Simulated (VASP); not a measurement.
Runs of VASP 6.6.1 on CdS. The structure is that of space group F-43m (No. 216), or close to it. The cells are those of the table. 

| task | spin | cell | smearing | gap on the mesh (eV) | pressure (GPa) |
| --- | --- | --- | --- | --- | --- |
| electric field gradients | off | a = 4.196 Å, angles 60.0°, 2 atoms | fermi-dirac 0.03 eV | 1.04 | 0.1 |
| electric field gradients | non-collinear, zero start, SOC | a = 4.032 Å, angles 60.0°, 2 atoms | methfessel-paxton 0.005 eV | - | 8.5 |
| single point | off | a = 4.032 Å, angles 60.0°, 2 atoms | fermi-dirac 0.03 eV | 1.30 | 8.5 |
| single point | off | a = 4.196 Å, angles 60.0°, 2 atoms | fermi-dirac 0.03 eV | 1.03 | 0.1 |
| single point | off | a = 4.143 Å, angles 60.0°, 2 atoms | fermi-dirac 0.03 eV | (b) | (a) |

Alike in all rows: level PBE; potentials or basis VASP PAW PBE potentials, release 64 (Cd, S); k mesh 9 × 9 × 9; cutoff (eV) 520.

Problem. Estimate the missing entries.

Solution. (a) 2.3; (b) 1.12.

Caveats: the cell stands under pressure (at least some runs).

A k mesh can miss the band edges, and rows without SOC leave out spin-orbit coupling on Cd.
